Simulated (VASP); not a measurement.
## Ti: single point with PBE

Ti, a slab with vacuum:

```
Ti
1.0
     2.95000    0.00000    0.00000
    -1.47500    2.55477    0.00000
     0.00000    0.00000   24.37200
Ti
5
Direct
  0.33333 0.66667 0.30773
  0.66667 0.33333 0.40387
  0.33333 0.66667 0.50000
  0.66667 0.33333 0.59613
  0.33333 0.66667 0.69227
```

```yaml
Program: VASP 6.6.1
Task: single point
Functional: PBE
Potentials_or_basis: VASP PAW PBE potentials, release 64 (Ti_sv)
Cutoff: 520 eV
k_mesh: 10 × 10 × 1
Occupations: fermi-dirac, width 0.05 eV
Spin: no spin polarisation
Dipole_correction: no
Further_INCAR_settings: ALGO = Normal; EDIFF = 1e-06; NBANDS = 38
```

- Largest force: 0.641 eV/Å
- Band gap on the k mesh: zero (bands 30 and 31 overlap by 1.00 eV)

Forces on the atoms (eV/Å):
```
Ti   0.000  0.000  0.641
Ti   0.000  0.000 -0.628
Ti   0.000  0.000  0.000
Ti   0.000  0.000  0.628
Ti   0.000  0.000 -0.641
```

Levels at points of the mesh, in eV from the Fermi level:
| k point | band 28 | band 29 | band 30 | band 31 | band 32 | band 33 |
| --- | --- | --- | --- | --- | --- | --- |
| (0.00, 0.00, 0.00) | 0.25 | 0.40 | 0.61 | 0.68 | 0.68 | 0.71 |
| (0.50, 0.00, 0.00) | -0.88 | -0.82 | 0.14 | 0.37 | 0.68 | 0.96 |

Wall time 6.7 min on 1 thread of Intel Xeon 8259CL, on a shared host, peak memory 0.34 GiB.
